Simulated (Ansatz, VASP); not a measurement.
**Two plane-wave programs on W**

File INCAR:

```
SYSTEM = W
PREC = Accurate
ENCUT = 600
EDIFF = 1E-6
ISMEAR = 0
SIGMA = 0.1
LREAL = .False.
LASPH = .True.
NELM = 60
ALGO = Normal
ISIF = 3
LWAVE = .False.
LCHARG = .False.
IBRION = 2
NSW = 70
EDIFFG = -0.005
```

Contents of KPOINTS:

```
Automatic mesh
0
Gamma
  18 18 18
  0 0 0
```

Contents of POSCAR:

```
W
1.0
   -1.5917776932      1.5917776932      1.5917776932
    1.5917776932     -1.5917776932      1.5917776932
    1.5917776932      1.5917776932     -1.5917776932
W
1
Direct
    0.0000000000      0.0000000000      0.0000000000
```

Input for Ansatz:

```yaml
crystal:
  lattice:
    - [-1.5917776932, 1.5917776932, 1.5917776932]
    - [1.5917776932, -1.5917776932, 1.5917776932]
    - [1.5917776932, 1.5917776932, -1.5917776932]
  atoms:
    - { symbol: W, position: [0.0, 0.0, 0.0] }
basis:
  ecutwfc: 420
kpoints:
  mp_grid: { grid: [18, 18, 18] }
hamiltonian:
  xc: lda
scf:
  occupations: { method: gaussian, width: 0.1 }
output:
  forces: true
  stress: true
  eigenvalues: true
  write_density: true
  write_potential: true
  elf: true
  volumetric_format: npy
relax:
  adjacent_minimum: "off"
  f_tol: 0.005
  max_steps: 50
  cell: { stress_tol: 0.05 }
```

Alike in both runs: task relaxation of cell and atoms; functional LDA; k mesh 18 × 18 × 18; occupations gaussian, width 0.1 eV; no spin polarisation.

|  | VASP | Ansatz |
| --- | --- | --- |
| version | VASP 6.6.1 | Ansatz 0.2.0 |
| potentials or method | VASP PAW LDA potentials, release 64 (W_sv), cutoff 600 eV | scalar-relativistic, plane waves, PAW |
| valence electrons in the cell | 14 | 14 |

|  | VASP | Ansatz | Ansatz less VASP |
| --- | --- | --- | --- |
| gap on the k mesh at the Fermi level, each at its own relaxed structure (eV) | none | none | - |
| relaxed volume (Å³/atom) | 15.51 | 15.42 | -0.092 |
| relaxed cell length with the largest relative difference (Å) | 2.721 | 2.716 | -0.0054 |

LDA's correlation is that of Perdew and Zunger in VASP and of Perdew and Wang (1992) in Ansatz. A gap of «none» marks a metal or a gap that the smearing closes.

Neither program's run includes spin-orbit coupling.
